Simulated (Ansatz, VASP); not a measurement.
# SiO2 in VASP and in Ansatz

Contents of POSCAR:

```
SiO2
1.0
   -4.4693744152      4.4693744152      2.6157360999
    4.4693744152     -4.4693744152      2.6157360999
    4.4693744152      4.4693744152     -2.6157360999
Si O
4 8
Direct
    0.1769634091      0.1769634091      0.3539268182
    0.8230365909      0.1769634091      0.0000000000
    0.1769634091      0.8230365909      0.0000000000
    0.8230365909      0.8230365909      0.6460731819
    0.5000000000      0.5000000000      0.5000000000
    0.0000000000      0.5000000000      0.0000000000
    0.5000000000      0.0000000000      0.0000000000
    0.0000000000      0.0000000000      0.5000000000
    0.0000000000      0.2088403750      0.2088403750
    0.7911596250      0.0000000000      0.7911596250
    0.2088403750      0.0000000000      0.2088403750
    0.0000000000      0.7911596250      0.7911596250
```

File INCAR.step1:

```
  PREC = Accurate
  ENCUT = 520
  ISMEAR = 0
  SIGMA = 0.02
  LREAL = False
  LASPH = True
  NELM = 60
  NBANDS = 44
  GGA = PE
  ALGO = Normal
  EDIFF = 1E-4
  LWAVE = True
  LCHARG = False
```

INCAR.step2

```
  PREC = Accurate
  ENCUT = 520
  EDIFF = 1E-6
  ISMEAR = 0
  SIGMA = 0.02
  LREAL = False
  LASPH = True
  NELM = 60
  ALGO = Normal
  ISIF = 2
  LWAVE = False
  LCHARG = True
  METAGGA = R2SCAN
  LMIXTAU = True
  LELF = True
  LVHAR = True
  NBANDS = 44
  ISTART = 1
```

The input KPOINTS:

```
regular mesh
0
Gamma
  6 6 6
```

Input for Ansatz:

```yaml
crystal:
  lattice:
    - [-4.4693744152, 4.4693744152, 2.6157360999]
    - [4.4693744152, -4.4693744152, 2.6157360999]
    - [4.4693744152, 4.4693744152, -2.6157360999]
  atoms:
    - { symbol: Si, position: [0.1769634091, 0.1769634091, 0.3539268182] }
    - { symbol: Si, position: [0.8230365909, 0.1769634091, 0.0] }
    - { symbol: Si, position: [0.1769634091, 0.8230365909, 0.0] }
    - { symbol: Si, position: [0.8230365909, 0.8230365909, 0.6460731819] }
    - { symbol: O, position: [0.5, 0.5, 0.5] }
    - { symbol: O, position: [0.0, 0.5, 0.0] }
    - { symbol: O, position: [0.5, 0.0, 0.0] }
    - { symbol: O, position: [0.0, 0.0, 0.5] }
    - { symbol: O, position: [0.0, 0.208840375, 0.208840375] }
    - { symbol: O, position: [0.791159625, 0.0, 0.791159625] }
    - { symbol: O, position: [0.208840375, 0.0, 0.208840375] }
    - { symbol: O, position: [0.0, 0.791159625, 0.791159625] }
basis:
  ecutwfc: 500
kpoints:
  mp_grid: { grid: [6, 6, 6] }
  band_path: { path: [VBM, CBM], npoints: 2 }
hamiltonian:
  xc: r2scan
scf:
  occupations: { method: gaussian, width: 0.02 }
output:
  forces: true
  stress: true
  eigenvalues: true
checkpoint:
  read: start.run
  write: ck
  compress: false
  write_wavefunctions: false
  write_every: 100000
```

Alike in both runs: task single point; functional r2SCAN; k mesh 6 × 6 × 6; occupations gaussian, width 0.02 eV; no spin polarisation.

```csv
,VASP,Ansatz
version,VASP 6.6.1,Ansatz 0.2.0
potentials or method,"VASP PAW PBE potentials, release 64 (Si, O), cutoff 520 eV","scalar-relativistic, plane waves, PAW"
valence electrons in the cell,64,64
```

|  | VASP | Ansatz | Ansatz less VASP |
| --- | --- | --- | --- |
| gap on the k mesh at the Fermi level (eV) | 6.07 | 6.08 | +0.008 |
| least direct gap on the mesh (eV) | 6.07 | 6.08 | +0.008 |
| pressure (GPa) | 0.1 | 0.0 | -0.11 |
| rms of the force components (eV/Å) | 0.011 | 0.000 | -0.0114 |

VASP's potentials were made for PBE, not for r2SCAN. Atom by atom the forces differ by 0.011 eV/Å (rms over components). With one functional, cell and mesh, what is left measures potentials, basis and numerics.
